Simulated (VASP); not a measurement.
Sr: single point with PBEsol

The system is Sr.

```
Sr
1.0
     4.19620    0.00000    0.00000
    -2.09810    3.63402    0.00000
     0.00000    0.00000    6.86673
Sr
2
Direct
  0.33333 0.66667 0.25000
  0.66667 0.33333 0.75000
```

This isn't the form of Sr at room conditions, which is fcc.

```yaml
Program: VASP 6.6.1
Task: single point
Functional: PBEsol
Potentials_or_basis: VASP PAW PBE potentials, release 64 (Sr_sv)
Cutoff: 520 eV
k_mesh: 12 × 12 × 6
Occupations: gaussian, width 0.1 eV
Spin: no spin polarisation
Dipole_correction: no
Further_INCAR_settings: ALGO = Normal; EDIFF = 1e-07; NBANDS = 17
```

- Pressure: 0.0 GPa
- Band gap on the k mesh: zero (bands 10 and 11 overlap by 0.24 eV)

Levels at points of the mesh, in eV from the Fermi level:
```
           k point  band 6  band 7  band 8  band 9  band 10  band 11  band 12  band 13  band 14  band 15
(0.00, 0.00, 0.00)  -18.35  -18.35  -18.35   -3.76    -1.20     0.11     2.32     2.32     2.32     2.75
(0.50, 0.00, 0.00)  -18.44  -18.40  -18.38   -1.15    -0.54     0.01     0.21     1.34     1.94     2.21
(0.00, 0.00, 0.50)  -18.37  -18.37  -18.37   -2.78    -2.78     1.26     1.26     2.32     2.32     2.32
(0.50, 0.00, 0.50)  -18.41  -18.41  -18.41   -0.87    -0.87     0.28     0.28     1.32     1.32     3.05
```

Run time: 2 min on 1 thread of Oxide Virtual Turin-like Processor, with other jobs on the host, peak memory 0.25 GiB.

Caveat: the PAW data sets were made with another functional, which shifts forces and pressure a little.
